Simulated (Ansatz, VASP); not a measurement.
**Si3B in VASP and in Ansatz**

```
Si B
1.0
     3.38385    0.00000    0.00000
     0.00000    7.24672    0.00000
     0.00000    0.00000    5.27320
Si B
6 2
Direct
  0.50000 0.73405 0.16166
  0.50000 0.26595 0.16166
  0.00000 0.76595 0.83834
  0.00000 0.23405 0.83834
  0.00000 0.50000 0.57335
  0.50000 0.00000 0.42665
  0.50000 0.50000 0.36136
  0.00000 0.00000 0.63864
```

Change from the starting cell: species swapped into the YAu3 type (Pmmn, No. 59).

Alike in both runs: functional PBE; k mesh 10 × 4 × 6; occupations gaussian, width 0.1 eV; no spin polarisation.

Ansatz relaxed the structure, and its values are those at the end. VASP's run is a single point on that final structure, the one shown.

|  | VASP | Ansatz |
| --- | --- | --- |
| version | VASP 6.6.1 | Ansatz 0.2.0 |
| potentials or method | VASP PAW PBE potentials, release 64 (Si, B), cutoff 520 eV | scalar-relativistic, plane waves, PAW |
| valence electrons in the cell | 30 | 30 |

```tsv
	VASP	Ansatz	Ansatz less VASP
gap on the k mesh at the Fermi level (eV)	none	none	-
pressure (GPa)	-0.1	0.0	+0.07
rms of the force components (eV/Å)	0.005	0.000	-0.0048
```

A gap of «none» marks a metal or a gap that the smearing closes.
